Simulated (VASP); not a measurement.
Input of a VASP 6.6.1 run:

Contents of INCAR:

```
SYSTEM = H
  ALGO = Normal
  EDIFF = 1E-6
  ENCUT = 520
  ISIF = 2
  ISMEAR = 0
  LASPH = .True.
  LCHARG = .False.
  LREAL = .False.
  LWAVE = .False.
  NBANDS = 10
  NELM = 100
  PREC = Accurate
  SIGMA = 0.05
```

Contents of KPOINTS:

```
k-points
0
Gamma
  10 10 4
  0 0 0
```

File POSCAR:

```
H
1.0
    1.6949936248     -2.8086773736      0.0000000000
    1.6949936248      2.8086773736      0.0000000000
    0.0000000000      0.0000000000      5.9723769941
H
4
Direct
    0.5678085000      0.4321915000      0.9995149500
    0.4321915000      0.5678085000      0.0004850500
    0.4321915000      0.5678085000      0.4995149500
    0.5678085000      0.4321915000      0.5004850500
```

Potentials or basis: VASP PAW LDA potentials, release 64 (H).

Launch:

```sh
$ cat potpaw_LDA.64/H/POTCAR > POTCAR
$ mpirun -np 1 vasp_std > vasp.out
```

(1) Predict the pressure.

(2) Estimate the largest force.

(3) Predict the band gap on the k mesh.

Results:

(1) -0.3 GPa.

(2) 0.234 eV/Å.

(3) 7.39 eV.
